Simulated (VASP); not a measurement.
# Sb (Pm-3m) in VASP: single point with PBEsol

Aim: the single point of Sb with PBEsol.

Everything below comes from runs of VASP 6.6.1. Logs are shortened: lines on timing, memory, paths and dates and some standing lists are left out, and cuts for length are marked.

### Step 1. The cell of the first run

Symmetry: Pm-3m, No. 221, cubic system. The conventional cell has a = 3.160 Å, b = 3.160 Å, c = 3.160 Å, α = 90.00°, β = 90.00°, γ = 90.00°. Within 4.2 Å of Sb (site symmetry m-3m) lie 6 Sb at 3.16 Å.

### Step 2. Single point, PBEsol

INCAR reads:

```
  ALGO = Normal
  EDIFF = 1E-7
  ENCUT = 520
  GGA = PS
  ISIF = 2
  ISMEAR = -1
  LASPH = True
  LCHARG = True
  LELF = True
  LREAL = False
  LVHAR = True
  LWAVE = False
  NBANDS = 8
  NELM = 100
  PREC = Accurate
  SIGMA = 0.15
```

KPOINTS reads:

```
k-points
0
Gamma
  9 9 9
```

POSCAR reads:

```
Sb
1.0
    3.1600000000      0.0000000000      0.0000000000
    0.0000000000      3.1600000000      0.0000000000
    0.0000000000      0.0000000000      3.1600000000
Sb
1
Direct
    0.0000000000      0.0000000000      0.0000000000
```

Potentials or basis: VASP PAW PBE potentials, release 64 (Sb).

The run is started by

```bash
$ cat potpaw_PBE.64/Sb/POTCAR > POTCAR
$ mpirun -np 1 vasp_std > vasp.out
```

OUTCAR:

```text
EDIFF = 1E-7
   ENCUT = 520
   GGA = PS
   ISIF = 2
   ISMEAR = -1
   LASPH = True
   LREAL = False
   NELM = 100
   PREC = Accurate

 ion  position               nearest neighbor table
   1  0.000  0.000  0.000-

  LATTYP: Found a simple cubic cell.
 ALAT       =     3.1600000000

  Lattice vectors:

 A1 = (   3.1600000000,   0.0000000000,   0.0000000000)
 A2 = (   0.0000000000,   3.1600000000,   0.0000000000)
 A3 = (   0.0000000000,   0.0000000000,   3.1600000000)

Analysis of symmetry for initial positions (statically):
=====================================================================
 Subroutine PRICEL returns:
 Original cell was already a primitive cell.

 Routine SETGRP: Setting up the symmetry group for a
 simple cubic supercell.

 Subroutine GETGRP returns: Found 48 space group operations
 (whereof 48 operations were pure point group operations)
 out of a pool of 48 trial point group operations.

The static configuration has the point symmetry O_h .

Analysis of symmetry for dynamics (positions and initial velocities):
=====================================================================
 Subroutine PRICEL returns:
 Original cell was already a primitive cell.

 Routine SETGRP: Setting up the symmetry group for a
 simple cubic supercell.

 Subroutine GETGRP returns: Found 48 space group operations
 (whereof 48 operations were pure point group operations)
 out of a pool of 48 trial point group operations.

The dynamic configuration has the point symmetry O_h .

 Subroutine INISYM returns: Found 48 space group operations
 (whereof 48 operations are pure point group operations),
 and found     1 'primitive' translations

----------------------------------------------------------------------------------------

                                     Primitive cell

  volume of cell :      31.5545

  direct lattice vectors                    reciprocal lattice vectors
     3.160000000  0.000000000  0.000000000     0.316455696  0.000000000  0.000000000
     0.000000000  3.160000000  0.000000000     0.000000000  0.316455696  0.000000000
     0.000000000  0.000000000  3.160000000     0.000000000  0.000000000  0.316455696

  length of vectors
     3.160000000  3.160000000  3.160000000     0.316455696  0.316455696  0.316455696

  position of ions in fractional coordinates (direct lattice)
     0.000000000  0.000000000  0.000000000

  ion indices of the primitive-cell ions
   primitive index   ion index
                 1           1

----------------------------------------------------------------------------------------

 KPOINTS: k-points

Automatic generation of k-mesh.
 Grid dimensions read from file:
 generate k-points for:    9    9    9

 Generating k-lattice:

  Cartesian coordinates                     Fractional coordinates (reciprocal lattice)
     0.035161744  0.000000000  0.000000000     0.111111111  0.000000000  0.000000000
     0.000000000  0.035161744  0.000000000     0.000000000  0.111111111  0.000000000
     0.000000000  0.000000000  0.035161744     0.000000000  0.000000000  0.111111111

  Length of vectors
     0.035161744  0.035161744  0.035161744

  Shift w.r.t. Gamma in fractional coordinates (k-lattice)
     0.000000000  0.000000000  0.000000000

 Subroutine IBZKPT returns following result:
 ===========================================

 Found     35 irreducible k-points:

 Following reciprocal coordinates:
            Coordinates               Weight
  0.000000  0.000000  0.000000      1.000000
  0.111111  0.000000  0.000000      6.000000
  0.222222  0.000000  0.000000      6.000000
  0.333333  0.000000  0.000000      6.000000
  0.444444  0.000000  0.000000      6.000000
  0.111111  0.111111  0.000000     12.000000
[... 16 lines left out ...]
  0.333333  0.333333  0.111111     24.000000
  0.444444  0.333333  0.111111     48.000000
 [... further k-points ...]
   k-points           NKPTS =     35   k-points in BZ     NKDIM =     35   number of bands    NBANDS=      8
   number of dos      NEDOS =    301   number of ions     NIONS =      1
   total plane-waves  NPLWV =  13824
   dimension x,y,z NGX =    24 NGY =   24 NGZ =   24
   dimension x,y,z NGXF=    48 NGYF=   48 NGZF=   48
   ions per type =               1
   NGX,Y,Z   is equivalent  to a cutoff of  12.63, 12.63, 12.63 a.u.
   NGXF,Y,Z  is equivalent  to a cutoff of  25.25, 25.25, 25.25 a.u.
 SYSTEM =  unknown system
   PREC   = accura    normal or accurate (medium, high low for compatibility)
   ISTART =      0    job   : 0-new  1-cont  2-samecut
   ICHARG =      2    charge: 1-file 2-atom 10-const
   ISPIN  =      1    spin polarized calculation?
   LNONCOLLINEAR =      F non collinear calculations
   LSORBIT =      F    spin-orbit coupling
   LASPH  =      T    aspherical Exc in radial PAW
   ENCUT  =  520.0 eV  38.22 Ry    6.18 a.u.   5.88  5.88  5.88*2*pi/ulx,y,z
   NELM   =    100;   NELMIN=  2; NELMDL= -5     # of ELM steps
   EDIFF  = 0.1E-06   stopping-criterion for ELM
   LREAL  =      F    real-space projection
   EDIFFG = 0.1E-05   stopping-criterion for IOM
   NSW    =      0    number of steps for IOM
   IBRION =     -1    ionic relax: 0-MD 1-quasi-New 2-CG
   NFREE  =      0    steps in history (QN), initial steepest desc. (CG)
   ISIF   =      2    stress and relaxation
   ISYM   =      2    0-nonsym 1-usesym 2-fastsym
   POTIM  = 0.5000    time-step for ionic-motion
   TEBEG  =    0.0;   TEEND  =   0.0 temperature during run
   PSTRESS=    0.0 pullay stress
   NELECT =       5.0000    total number of electrons
   NUPDOWN=      -1.0000    fix difference up-down
   EMIN   =  10.00;   EMAX   =-10.00  energy-range for DOS
   EFERMI =   0.00;   METHOD = LEGACY
   ISMEAR =    -1;   SIGMA  =   0.15  broadening in eV -4-tet -1-fermi 0-gaus
   EFERMI_NEDOS =   21; number of points for ismear=-14 and -15
   IALGO  =     38    algorithm
   IMIX   =      4    mixing-type and parameters
     AMIX     =   0.40;   BMIX     =  1.00
     AMIX_MAG =   1.60;   BMIX_MAG =  1.00
  volume/ion in A,a.u.               =      31.55       212.94
  Fermi-wavevector in a.u.,A,eV,Ry     =   0.885886  1.674081 10.677766  0.784794
  Thomas-Fermi vector in A             =   2.006979
   LORBIT       =      0    0 simple, 1 ext, 2 COOP (PROOUT), +10 PAW based schemes
   GGA     = PS    functional components
   LHFCALC =     F    Hartree Fock is set to
   AEXX    =    0.0000 exact exchange contribution
   IVDW    =     0    specifies the selected vdW correction
   LEPSILON=     F    determine dielectric tensor
   LRPA    =     F    only Hartree local field effects (RPA)
 non-spin polarized calculation
  energy-cutoff  :      520.00
  volume of cell :       31.55
 maximum number of plane-waves:       870
 NGX is ok and might be reduce to    24
   NGX = 11   NGY = 11   NGZ = 11

 number of electron       5.0000001 magnetization

 Free energy of the ion-electron system (eV)
  ---------------------------------------------------
  ext. energy  EPLUGINS =         0.00000000
  ---------------------------------------------------
  free energy    TOTEN  =        -4.50778572 eV

  energy without entropy =       -4.46610458  energy(sigma->0) =       -4.48694515

 E-fermi :   6.3179     XC(G=0):  -9.5215

 val. band max:        6.3140331188   @ k =   0.4444   0.3333   0.3333
 cond. band min:       6.3841105750   @ k =   0.3333   0.2222   0.0000
 fundamental gap:      0.0700774561
 Fermi energy:         6.3178811170

 k-point     1 :       0.0000    0.0000    0.0000
  band No.  band energies     occupation
      1      -5.6869      2.00000
      2       9.4134      0.00000
      3       9.4134      0.00000
      4       9.4134      0.00000
      5      13.1901      0.00000
      6      13.1901      0.00000
      7      14.0928      0.00000
      8      23.6984      0.00000

 k-point     2 :       0.1111    0.0000    0.0000
  band No.  band energies     occupation
      1      -5.5188      2.00000
      2       7.6534      0.00027
      3       9.5757      0.00000
      4       9.5757      0.00000
      5      13.3287      0.00000
      6      13.8535      0.00000
      7      15.5831      0.00000
      8      22.3300      0.00000

 k-point     3 :       0.2222    0.0000    0.0000
  band No.  band energies     occupation
      1      -5.0299      2.00000
      2       5.0575      1.99955
      3      10.0296      0.00000
      4      10.0296      0.00000
      5      13.7373      0.00000
      6      14.3702      0.00000
      7      18.7211      0.00000
      8      20.4284      0.00000

 k-point     4 :       0.3333    0.0000    0.0000
  band No.  band energies     occupation
      1      -4.2939      2.00000
      2       2.7940      2.00000
      3      10.6535      0.00000
      4      10.6535      0.00000
      5      14.3778      0.00000
      6      15.1550      0.00000
      7      18.7696      0.00000
      8      18.7696      0.00000

 k-point     5 :       0.4444    0.0000    0.0000
  band No.  band energies     occupation
      1      -3.5895      2.00000
      2       1.3030      2.00000
      3      11.1644      0.00000
      4      11.1644      0.00000
      5      15.0597      0.00000
      6      16.2326      0.00000
      7      17.7267      0.00000
      8      17.7267      0.00000
[... 177 lines left out ...]
 k-point    22 :       0.4444    0.2222    0.1111
  band No.  band energies     occupation
      1      -2.7505      2.00000
      2       2.0831      2.00000
      3       7.1417      0.00820
      4      10.2045      0.00000
      5      12.3761      0.00000
      6      15.4066      0.00000
      7      18.0790      0.00000
      8      19.8545      0.00000

 k-point    23 :       0.3333    0.3333    0.1111
  band No.  band energies     occupation
      1      -2.7148      2.00000
      2       4.0968      2.00000
      3       4.4227      1.99999
      4      10.2526      0.00000
      5      11.6805      0.00000
      6      16.8007      0.00000
      7      17.4791      0.00000
      8      18.6693      0.00000

 k-point    24 :       0.4444    0.3333    0.1111
  band No.  band energies     occupation
      1      -1.9887      2.00000
      2       2.7357      2.00000
      3       4.8596      1.99988
      4      10.3681      0.00000
      5      10.8805      0.00000
      6      16.0782      0.00000
      7      17.7721      0.00000
      8      19.3118      0.00000

 [... further k-points ...]
[... 5 lines left out ...]
  --------------------------------------------------------------------------------------
  -------------------------------------------------------------------------------------
  Total       -0.9479678     -0.9479678     -0.9479678     -0.0000000     -0.0000000     -0.0000000
  in kB      -48.1329974    -48.1329974    -48.1329974     -0.0000000     -0.0000000     -0.0000000
  external PRESSURE =     -48.1329974 kB  Pullay stress =       0.0000000 kB

 VOLUME and BASIS-vectors are now :
 -----------------------------------------------------------------------------
  energy-cutoff  :      520.00
  volume of cell :       31.55
      direct lattice vectors                 reciprocal lattice vectors
     3.160000000  0.000000000  0.000000000     0.316455696  0.000000000  0.000000000
     0.000000000  3.160000000  0.000000000     0.000000000  0.316455696  0.000000000
     0.000000000  0.000000000  3.160000000     0.000000000  0.000000000  0.316455696

 POSITION                                       TOTAL-FORCE (eV/Angst)
 -----------------------------------------------------------------------------------
      0.00000      0.00000      0.00000         0.000000      0.000000      0.000000
 -----------------------------------------------------------------------------------
    total drift:                               -0.000000      0.000000      0.000000

  FREE ENERGIE OF THE ION-ELECTRON SYSTEM (eV)
  ---------------------------------------------------
  free  energy   TOTEN  =        -4.5077857210 eV

  energy  without entropy=       -4.4661045774  energy(sigma->0) =       -4.48694515
```

Wall time 5.8 s (1 thread of Intel Xeon 6975P-C, shared host); peak memory 0.14 GiB.

Results:

* Free energy: -4.5078 eV
* Pressure: -4.8 GPa

Levels at points of the mesh, in eV from the Fermi level:
```tsv
k point	band 1	band 2	band 3	band 4	band 5	band 6	band 7
(0.00, 0.00, 0.00)	-12.00	3.10	3.10	3.10	6.87	6.87	7.77
```

Caveat: the PAW data sets were made with another functional, which shifts forces and pressure a little; spin-orbit coupling is left out, which moves the levels of the heavy elements.
